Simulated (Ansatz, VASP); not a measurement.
One calculation of TePb, two programs

INCAR

```
SYSTEM = TePb
  PREC = Accurate
  ENCUT = 520
  EDIFF = 1E-6
  ISMEAR = -1
  SIGMA = 0.03
  LREAL = .FALSE.
  LASPH = .TRUE.
  NELM = 80
  ALGO = Normal
  ISIF = 2
  LWAVE = .FALSE.
  LCHARG = .TRUE.
  GGA = PS
  LELF = .TRUE.
  LVHAR = .TRUE.
  NBANDS = 17
```

Contents of KPOINTS:

```
regular mesh
0
G
  10 10 10
  0 0 0
```

POSCAR

```
TePb
1.0
    0.0000000000      3.1833865456      3.1833865456
    3.1833865456      0.0000000000      3.1833865456
    3.1833865456      3.1833865456      0.0000000000
Te Pb
1 1
Direct
    0.5000000000      0.5000000000      0.5000000000
    0.0000000000      0.0000000000      0.0000000000
```

Input for Ansatz:

```yaml
crystal:
  lattice:
    - [0.0, 3.1833865456, 3.1833865456]
    - [3.1833865456, 0.0, 3.1833865456]
    - [3.1833865456, 3.1833865456, 0.0]
  atoms:
    - { symbol: Te, position: [0.5, 0.5, 0.5] }
    - { symbol: Pb, position: [0.0, 0.0, 0.0] }
kpoints:
  mp_grid: { grid: [10, 10, 10] }
  band_path:
    path:
      - [0.0, 0.0, 0.0]
      - [0.5, 0.0, 0.5]
      - [0.625, 0.25, 0.625]
      - [0.375, 0.375, 0.75]
      - [0.0, 0.0, 0.0]
      - [0.5, 0.5, 0.5]
      - [0.5, 0.25, 0.75]
      - [0.5, 0.0, 0.5]
    npoints: 5
scf:
  occupations: { method: fermi_dirac, width: 0.03 }
hamiltonian:
  xc: pbesol
  pseudopotentials: { kind: all_electron, lapw: { basis_error: 0.0005 } }
output:
  forces: true
  stress: true
  eigenvalues: true
```

Change from the starting cell: volume scaled by 0.96.

Alike in both runs: task single point; functional PBEsol; k mesh 10 × 10 × 10; occupations fermi-dirac, width 0.03 eV; no spin polarisation.

```csv
,VASP,Ansatz
version,VASP 6.6.1,Ansatz 0.2.0
potentials or method,"VASP PAW PBE potentials, release 64 (Te, Pb_d), cutoff 520 eV","all-electron LAPW, scalar-relativistic"
```

```tsv
	VASP	Ansatz	Ansatz less VASP
pressure (GPa)	1.7	1.7	+0.04
```

VASP's potentials were made for PBE, not for PBEsol. Ansatz ran all-electron here, and VASP with PAW potentials.

Spin-orbit coupling is off throughout.
